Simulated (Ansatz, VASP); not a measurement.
**AlCu: VASP beside Ansatz**

```
Al Cu
1.0
     2.95600    0.00000    0.00000
     0.00000    2.95600    0.00000
     0.00000    0.00000    2.95600
Al Cu
1 1
Cartesian
  -0.1150 0.0000 0.0000
  1.5268 1.4780 1.4780
```

Change from the starting cell: mode 4 frozen in at -0.115 Å, equal normal strain along x, y and z +0.0000.

Alike in both runs: task single point; functional PBEsol; k mesh 16 × 16 × 16; occupations gaussian, width 0.15 eV; no spin polarisation.

|  | VASP | Ansatz |
| --- | --- | --- |
| version | VASP 6.6.1 | Ansatz 0.2.0 |
| potentials or method | VASP PAW PBE potentials, release 64 (Al, Cu), cutoff 520 eV | scalar-relativistic, plane waves, PAW |
| valence electrons in the cell | 14 | 22 |

```tsv
	VASP	Ansatz	Ansatz less VASP
gap on the k mesh at the Fermi level (eV)	none	none	-
pressure (GPa)	0.4	1.4	+0.97
traceless stress, the component that is largest in VASP (GPa)	-0.79	-0.77	+0.015
rms of the force components (eV/Å)	0.425	0.422	-0.0023
```

VASP's potentials were made for PBE, not for PBEsol, and Ansatz warns of the same on its side. Atom by atom the forces differ by 0.002 eV/Å (rms over components). A gap of «none» marks a metal or a gap that the smearing closes. VASP's potentials hold 14 valence electrons a cell and Ansatz's 22, so a difference there can come from the potentials and not from the codes.
